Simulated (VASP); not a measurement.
# Cd36S36O (a cell with a defect) in VASP: notebook, part 3 of 3

VASP 6.6.1. The steps go on from the part before.

## 5. Single point, PBE

Input file INCAR:

```
SYSTEM = Cd36S36O
ALGO = Normal
EDIFF = 1E-6
ENCUT = 520
GGA = PE
GGA_COMPAT = .FALSE.
ISIF = 2
ISMEAR = -1
ISYM = -1
KPAR = 1
LASPH = .TRUE.
LCHARG = .FALSE.
LREAL = Auto
LWAVE = .FALSE.
NBANDS = 369
NELM = 120
PREC = Accurate
SIGMA = 0.01
```

Input file KPOINTS:

```
explicit points
1
Reciprocal
  0.25000000   0.25000000   0.25000000 1
```

Input file POSCAR:

```
Cd36S36O
1.0
   12.4916763700     -0.0000000900      0.0000000000
   -6.2458381100     10.8181091200      0.0000000000
    0.0000000000      0.0000000000     13.5350132800
Cd S O
36 36 1
Direct
    0.2164995470      0.1097580923      0.2535721191
    0.1114437573      0.2334664018      0.0009495373
    0.2184203953      0.1116721052      0.7458594825
    0.1061868280      0.2207798963      0.5003409202
    0.2193944294      0.4447054440      0.2483321538
    0.1083404791      0.5667734483      0.0025918704
    0.2201230090      0.4471411747      0.7542965632
    0.1090985346      0.5538231260      0.5012329031
    0.2187001540      0.7770432824      0.2519228411
    0.1320678366      0.9156688939      0.0022048741
    0.2186659200      0.7812323693      0.7480622878
    0.0961571784      0.8802202772      0.4964040937
    0.5517099554      0.1090499307      0.2480523610
    0.4451809633      0.2336159686      0.0024568871
    0.5524897517      0.1120464802      0.7535188026
    0.4376715086      0.2164745256      0.5002080057
    0.5447355294      0.4381269403      0.2572474757
    0.4451347419      0.5674210689      0.0020280734
    0.5515792621      0.4445356389      0.7444773634
    0.4376100930      0.5539265664      0.5009769743
    0.5518090602      0.7769060153      0.2523851236
    0.4419720291      0.8961475552      0.0000981159
    0.5550504786      0.7808714958      0.7474558606
    0.4394426917      0.8877144733      0.5007012450
    0.8866497003      0.1043382968      0.2523038529
    0.7777714351      0.2305243959      0.0021646820
    0.8866154636      0.1097935015      0.7467298178
    0.7704150208      0.2131000015      0.5004584672
    0.8874231145      0.4330597915      0.2586582612
    0.7548919764      0.5195982039      0.0049288463
    0.8862808223      0.4423164923      0.7437683135
    0.7746035187      0.5546146746      0.4965621282
    0.8793279337      0.7595171197      0.2205887012
    0.7721059066      0.9100131973      0.0014550411
    0.8837611021      0.7720785571      0.7572223823
    0.7762042300      0.8784219095      0.4968839602
    0.2149263150      0.1060715885      0.4413409781
    0.1076086546      0.2218279538      0.1889864418
    0.2279560060      0.1305297446      0.9340484371
    0.1095270724      0.2266353558      0.6887171669
    0.2174435999      0.4416059190      0.4371816176
    0.1059934950      0.5548644355      0.1903319152
    0.2221902139      0.4563978756      0.9420470993
    0.1102580090      0.5582529204      0.6895003948
    0.2171119576      0.7756190963      0.4402486260
    0.1117815721      0.8907616759      0.1881995937
    0.2209275825      0.7865992962      0.9370668309
    0.1032745637      0.8884590553      0.6871362301
    0.5502963586      0.1081259245      0.4368799555
    0.4373063826      0.2184475136      0.1899268177
    0.5547926221      0.1197823054      0.9416807901
    0.4414611310      0.2214277018      0.6883440605
    0.5482199213      0.4404511913      0.4443674251
    0.4422148954      0.5551684655      0.1897992227
    0.5487098147      0.4517977213      0.9330809463
    0.4405319270      0.5577359197      0.6892972180
    0.5512580191      0.7761478421      0.4406398336
    0.4398251309      0.8863076655      0.1884004062
    0.5541038684      0.7869432593      0.9364636545
    0.4417117976      0.8913126992      0.6892687733
    0.8837567102      0.1038163016      0.4404586000
    0.7747565512      0.2147545420      0.1897148490
    0.8919252099      0.1262094942      0.9350061753
    0.7724228569      0.2189775536      0.6885201963
    0.8850751917      0.4378555464      0.4456289680
    0.7609391444      0.5240333598      0.1948838132
    0.8908605036      0.4478452774      0.9327121251
    0.7751805911      0.5558349433      0.6874736513
    0.8816340680      0.7690177634      0.4224197555
    0.7716242291      0.8852786530      0.1874649066
    0.9050442355      0.8164245695      0.9489672255
    0.7777078605      0.8867154106      0.6877262554
    0.8633818693      0.7134931800      0.0388562604
```

On the command line:

```console
> cat potpaw_PBE.64/Cd/POTCAR potpaw_PBE.64/S/POTCAR potpaw_PBE.64/O/POTCAR > POTCAR
> mpirun -np 4 vasp_std > vasp.out
```

It took 5.5 min on 4 MPI ranks of Intel Xeon 6975P-C (Granite Rapids), shared host; peak memory 0.75 GiB.

The run converged. Its results:

* Free energy: -226.5656 eV
* Pressure: 1.9 GPa
* Largest force: 0.732 eV/Å
* Band gap on the k mesh: 2.15 eV

Forces on the atoms (eV/Å):
```
Cd  -0.004 -0.017 -0.004
Cd   0.001 -0.006  0.010
Cd  -0.001 -0.007 -0.001
Cd  -0.001  0.006 -0.007
Cd  -0.001  0.001  0.004
Cd   0.009 -0.012  0.005
Cd   0.002 -0.006 -0.008
Cd  -0.008  0.009 -0.005
Cd  -0.001  0.003  0.000
Cd   0.046  0.015  0.026
Cd   0.003 -0.003  0.004
Cd  -0.001  0.013  0.018
Cd   0.000  0.007  0.002
Cd  -0.004 -0.028 -0.009
Cd   0.002 -0.007 -0.005
Cd  -0.002  0.008 -0.003
Cd  -0.010 -0.021  0.010
Cd   0.001 -0.016  0.009
Cd   0.002 -0.007 -0.009
Cd   0.000  0.010 -0.004
Cd   0.010  0.002 -0.003
Cd   0.004 -0.014  0.007
Cd   0.004 -0.002  0.007
Cd   0.002  0.003 -0.005
Cd   0.000 -0.002 -0.002
Cd   0.013 -0.033 -0.010
Cd   0.002 -0.001 -0.003
Cd  -0.005  0.018 -0.006
Cd  -0.010  0.004 -0.013
Cd  -0.002 -0.330  0.204
Cd  -0.001 -0.004 -0.002
Cd  -0.002  0.030 -0.004
Cd  -0.001 -0.135 -0.040
Cd  -0.031  0.006  0.029
Cd   0.002 -0.043  0.037
Cd  -0.001  0.016  0.020
S    0.002  0.007  0.001
S   -0.002 -0.002  0.002
S   -0.011 -0.002 -0.010
S    0.002 -0.001 -0.006
S   -0.002  0.008 -0.001
S   -0.001 -0.003  0.001
S    0.002 -0.010 -0.005
S    0.000 -0.001 -0.001
S   -0.002  0.012  0.004
S   -0.026 -0.026  0.018
S    0.004 -0.017 -0.002
S   -0.010 -0.009  0.022
S   -0.002  0.006 -0.004
S   -0.004 -0.008 -0.009
S    0.002 -0.016 -0.003
S   -0.001 -0.009 -0.001
S   -0.001  0.009  0.012
S    0.000 -0.005  0.003
S   -0.022 -0.028 -0.015
S    0.003 -0.001  0.000
S    0.003  0.014  0.003
S    0.004  0.001  0.004
S    0.005 -0.019  0.003
S    0.004 -0.007 -0.003
S   -0.008  0.012  0.001
S   -0.001  0.005 -0.009
S    0.016 -0.009 -0.009
S    0.001 -0.002 -0.001
S   -0.009  0.014 -0.006
S   -0.021  0.165  0.144
S    0.032 -0.032 -0.008
S    0.001 -0.017 -0.002
S    0.000  0.035  0.004
S    0.026 -0.014  0.022
S    0.016  0.000  0.108
S    0.016 -0.008  0.024
O   -0.033  0.500 -0.533
```

Stress tensor (GPa, compression positive):
```
 1.99 -0.15 -0.01
-0.15  1.94 -0.07
-0.01 -0.07  1.76
```

Levels at points of the mesh, in eV from the valence-band top:
| k point | band 324 | band 325 | band 326 | band 327 | band 328 | band 329 | band 330 | band 331 |
| --- | --- | --- | --- | --- | --- | --- | --- | --- |
| (0.25, 0.25, 0.25) | -0.42 | -0.37 | -0.16 | 0.00 | 2.15 | 2.58 | 2.70 | 2.85 |

## 6. The runs side by side

| cell | gap on the mesh (eV) | pressure (GPa) | largest force (eV/Å) |
| --- | --- | --- | --- |
| as given, atomic positions A | 1.97 | 2.0 | 0.11 |
| as given, atomic positions B | 1.97 | 2.0 | 0.12 |
| as given, atomic positions C | 1.99 | 1.9 | 0.74 |
| as given, atomic positions D | 2.15 | 1.9 | 0.73 |

Alike in all rows: task single point; level PBE; potentials or basis VASP PAW PBE potentials, release 64 (Cd, S, O); no spin polarisation; k mesh 1 × 1 × 1, shifted; cutoff (eV) 520; smearing fermi-dirac 0.01 eV.

Absolute energies hang on the potentials; compare differences alone.
